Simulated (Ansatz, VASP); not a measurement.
# Al3Pd: VASP beside Ansatz

```
Pd Al
1.0
     3.89357    0.00000    0.00000
     0.00000    3.89357    0.00000
     0.00000    0.00000    3.89357
Pd Al
1 3
Direct
  0.00000 0.00000 0.00000
  0.50000 0.50000 0.00000
  0.50000 0.00000 0.50000
  0.00000 0.50000 0.50000
```

Alike in both runs: task single point; functional r2SCAN; k mesh 7 × 7 × 7; occupations fermi-dirac, width 0.05 eV; no spin polarisation.

|  | VASP | Ansatz |
| --- | --- | --- |
| version | VASP 6.6.1 | Ansatz 0.2.0 |
| potentials or method | VASP PAW PBE potentials, release 64 (Pd, Al) | Ansatz PAW |
| plane-wave cutoff (eV) | 550 | 500 |
| valence electrons in the cell | 19 | 27 |

Ansatz gave:

| Item | Value |
| --- | --- |
| gap on the k mesh at the Fermi level (eV) | none |
| pressure (GPa) | 3.3 |

Problem. What did VASP give for the same quantities?

Solution. gap on the k mesh at the Fermi level (eV): none; pressure (GPa): 3.0.

VASP's potentials were made for PBE, not for r2SCAN. A gap of «none» marks a metal or a gap that the smearing closes. VASP's potentials hold 19 valence electrons a cell and Ansatz's 27, so a difference there can come from the potentials and not from the codes.
